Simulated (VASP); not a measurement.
Here is a VASP 6.6.1 calculation.

The input INCAR:

```
SYSTEM = Ti2Al6H
  PREC = Accurate
  ENCUT = 520
  EDIFF = 1E-7
  ISMEAR = 0
  SIGMA = 0.1
  LREAL = .False.
  LASPH = .True.
  NELM = 80
  ALGO = Normal
  ISIF = 2
  LWAVE = .False.
  LCHARG = .True.
  LDIPOL = .True.
  IDIPOL = 3
  DIPOL = 0.5 0.5 0.313
  GGA = PE
  IVDW = 12
  LELF = .True.
  LVHAR = .True.
  LVACPOTAV = .True.
  NBANDS = 32
```

Contents of KPOINTS:

```
regular mesh
0
Gamma
  6 6 1
  0 0 0
```

POSCAR

```
Ti2Al6H
1.0
    5.0241861184      0.0000000000      0.0000000000
    2.1588814492      4.5367033229      0.0000000000
    0.0000000000      0.0000000000     21.1187114590
Al Ti H
6 2 1
Direct
    0.5000000000      0.0000000000      0.1894054951
    0.0000000000      0.5000000000      0.1894054951
    0.0000000000      0.0000000000      0.2529248171
    0.0000000000      0.5000000000      0.3208670637
    0.5000000000      0.0000000000      0.3208670637
    0.5000000000      0.5000000000      0.3844321409
    0.5000000000      0.5000000000      0.2529248171
    0.0000000000      0.0000000000      0.3814982025
    0.8333333333      1.1666666667      0.5264862622
```

Potentials or basis: VASP PAW PBE potentials, release 64 (Al, Ti_sv, H).

Launch:

```bash
$ cat potpaw_PBE.64/Al/POTCAR potpaw_PBE.64/Ti_sv/POTCAR potpaw_PBE.64/H/POTCAR > POTCAR
$ mpirun -np 1 vasp_std > vasp.out
```

Problem. What does it give for the dispersion energy per atom?

Solution. -0.225 eV.

Problem. Estimate the largest force.

Solution. 1.236 eV/Å.

Forces in eV/Å, atoms in the order of the input:
```
Al  -0.008  0.006  0.527
Al  -0.002  0.009  0.527
Al   0.012 -0.020 -0.546
Al  -0.017 -0.006 -0.038
Al   0.013  0.013 -0.038
Al   0.082 -0.129  0.263
Ti   0.022 -0.035 -0.518
Ti  -0.113  0.179  1.060
H    0.011 -0.018 -1.236
```
